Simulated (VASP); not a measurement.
Sn, 2 atoms in the cell. The structure is cubic, space group Fd-3m (No. 227). Conventional cell: a = 6.542 Å, b = 6.542 Å, c = 6.542 Å, α = 90.00°, β = 90.00°, γ = 90.00°. Within 3.7 Å of Sn (site symmetry -43m) lie 4 Sn at 2.83 Å. This isn't the form of Sn at room conditions, which is tetragonal (white tin).

| Quantity | Value |
| --- | --- |
| Program | VASP 6.6.1 |
| Task | single point |
| Functional | PBEsol |
| Potentials or basis | VASP PAW PBE potentials, release 64 (Sn_d) |
| Cutoff | 500 eV |
| k mesh | 6 × 6 × 6 |
| Occupations | methfessel-paxton, width 0.05 eV |
| Spin | no spin polarisation |
| Dipole correction | no |
| Further INCAR settings | ALGO = Normal; EDIFF = 1e-06; NBANDS = 21 |

Potentials or basis: VASP PAW PBE potentials, release 64 (Sn_d).

Run with:

```bash
$ cat potpaw_PBE.64/Sn_d/POTCAR > POTCAR
$ mpirun -np 1 vasp_std > vasp.out
```

Hardware: 1 thread of Intel(R) Xeon(R) Platinum 8259CL CPU @ 2.50GHz (Skylake/Cascade Lake), with other jobs on the host.

Q: Estimate the wall time of this run.

A: Run time: 22 s on 1 thread of Intel(R) Xeon(R) Platinum 8259CL CPU @ 2.50GHz (Skylake/Cascade Lake), on a shared host, peak memory 0.2 GiB. Counts: scf iterations 12, k points 16.
